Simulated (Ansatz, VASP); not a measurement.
## Al2P3 in VASP and in Ansatz

```xyz
5
Lattice="3.2944 0.0000 0.0000 0.0000 5.3783 2.5693 0.0000 -5.3783 2.5693" Properties=species:S:1:pos:R:3 pbc="T T T"
Al    1.6472   -3.8725    2.7029
Al    1.6472    3.8725    2.7029
P     1.6472    1.4917    2.5236
P     1.6472   -1.4917    2.5236
P     0.0000    0.0000    4.2771
```

Alike in both runs: functional PBE; k mesh 4 × 4 × 4; occupations gaussian, width 0.1 eV; no spin polarisation.

Ansatz relaxed the structure, and its values are those at the end. VASP's run is a single point on that final structure, the one shown.

|  | VASP | Ansatz |
| --- | --- | --- |
| version | VASP 6.6.1 | Ansatz 0.2.0 |
| potentials or method | VASP PAW PBE potentials, release 64 (Al, P), cutoff 520 eV | scalar-relativistic, plane waves, PAW |
| valence electrons in the cell | 21 | 21 |

Ansatz gave:

```
gap on the k mesh at the Fermi level (eV) : none
pressure (GPa)                            : -0.1
rms of the force components (eV/Å)        : 0.011
```

Question: Which values does VASP return?

Answer: gap on the k mesh at the Fermi level (eV): none; pressure (GPa): -0.2; rms of the force components (eV/Å): 0.012.

A gap of «none» marks a metal or a gap that the smearing closes.

The k mesh is coarse, so the values compare programs but aren't converged.
